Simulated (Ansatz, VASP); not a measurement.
# Two plane-wave programs on CuH8

```
Cu H
1.0
     3.16445   -3.20654    0.03313
     3.16445    3.20654    0.03313
    -0.14070    0.00000    4.45227
Cu H
1 8
Cartesian
  3.0941 0.0000 2.2593
  5.8835 0.0000 4.3000
  0.3047 0.0000 0.2185
  3.0403 0.0000 4.0629
  3.1479 0.0000 0.4556
  4.3832 1.3039 2.2748
  1.8050 1.3039 2.2437
  1.8050 -1.3039 2.2437
  4.3832 -1.3039 2.2748
```

Change from the starting cell: species swapped into the LiO8 type (C2, No. 5).

Alike in both runs: functional PBE; k mesh 8 × 8 × 10; occupations gaussian, width 0.1 eV; no spin polarisation.

Ansatz relaxed the structure, and its values are those at the end. VASP's run is a single point on that final structure, the one shown.

|  | VASP | Ansatz |
| --- | --- | --- |
| version | VASP 6.6.1 | Ansatz 0.2.0 |
| potentials or method | VASP PAW PBE potentials, release 64 (Cu, H), cutoff 520 eV | scalar-relativistic, plane waves, PAW |
| valence electrons in the cell | 19 | 27 |

Ansatz gave:

| Item | Value |
| --- | --- |
| gap on the k mesh at the Fermi level (eV) | none |
| pressure (GPa) | 0.0 |
| rms of the force components (eV/Å) | 0.001 |

**Question.** Which values does VASP return?

**Answer.** gap on the k mesh at the Fermi level (eV): none; pressure (GPa): -0.1; rms of the force components (eV/Å): 0.011.

A gap of «none» marks a metal or a gap that the smearing closes. The functional is the same, so the differences come from potentials, cutoffs and numerics. VASP's potentials hold 19 valence electrons a cell and Ansatz's 27, so a difference there can come from the potentials and not from the codes.
